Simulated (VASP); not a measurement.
A run of VASP 6.6.1 is set up as follows.

File POSCAR:

```
La3Sb
1.0
    5.0059585347      0.0000000000      0.0000000000
    0.0000000000      5.0059585347      0.0000000000
    0.0000000000      0.0000000000      5.0059585347
Sb La
1 3
Direct
    0.0000000000      0.0000000000      0.0000000000
    0.0000000000      0.5000000000      0.5000000000
    0.5000000000      0.0000000000      0.5000000000
    0.5000000000      0.5000000000      0.0000000000
```

INCAR.step1

```
  ALGO = Normal
  EDIFF = 1E-4
  ENCUT = 520
  GGA = PE
  ISMEAR = -1
  LASPH = T
  LCHARG = F
  LREAL = F
  LWAVE = T
  NBANDS = 27
  NELM = 100
  PREC = Accurate
  SIGMA = 0.05
```

INCAR.step2

```
  ALGO = Normal
  EDIFF = 1E-8
  ENCUT = 520
  ISIF = 2
  ISMEAR = -1
  ISTART = 1
  LASPH = T
  LCHARG = F
  LEFG = T
  LMIXTAU = T
  LREAL = F
  LWAVE = F
  METAGGA = R2SCAN
  NBANDS = 27
  NELM = 100
  PREC = Accurate
  SIGMA = 0.05
```

File KPOINTS:

```
k-points
0
Gamma
  7 7 7
```

Potentials or basis: VASP PAW PBE potentials, release 64 (Sb, La).

The run is started by

```bash
$ cat potpaw_PBE.64/Sb/POTCAR potpaw_PBE.64/La/POTCAR > POTCAR
$ cp INCAR.step1 INCAR
$ mpirun -np 1 vasp_std > vasp.out
$ cp INCAR.step2 INCAR
$ mpirun -np 1 vasp_std > vasp.out
```

Estimate the pressure.

0.0 GPa.

Estimate the band gap on the k mesh.

zero (band 19 reaches 9.52 eV, above the bottom of band 20 at 7.95 eV).

Electric field gradients, principal values (V/Å²):
```tsv
atom	least	middle	greatest (by size)
1 Sb	0.000	0.000	0.000
2 La	-51.915	-51.915	103.830
3 La	-51.915	-51.915	103.830
4 La	-51.915	-51.915	103.830
```

Caveat: without QUAD_EFG the Cq values of the log hold for a quadrupole moment of 1 mb, not for the nuclei; the PAW data sets were made with another functional, which shifts forces and pressure a little; spin-orbit coupling is left out, which moves the levels of the heavy elements.
